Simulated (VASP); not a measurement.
BN:

```
N B
1.0
     2.57085    0.00000    0.00000
    -1.28543    2.22642    0.00000
     0.00000    0.00000    4.25485
N B
2 2
Direct
  0.33333 0.66667 0.12528
  0.66667 0.33333 0.62528
  0.33333 0.66667 0.49972
  0.66667 0.33333 0.99972
```

Program: VASP 6.6.1. Alike in all runs: task single point; potentials or basis VASP PAW PBE potentials, release 64 (N, B); no spin polarisation; cell as given; k mesh 12 × 12 × 6; cutoff (eV) 520; smearing fermi-dirac 0.05 eV.

Task: Order these runs on this cell by their band gap on the k mesh, lowest first.
A. level PBE
B. level r2SCAN
C. level PBEsol

Result: C (5.00 eV), A (5.23 eV), B (5.75 eV).

A k mesh can miss the band edges.
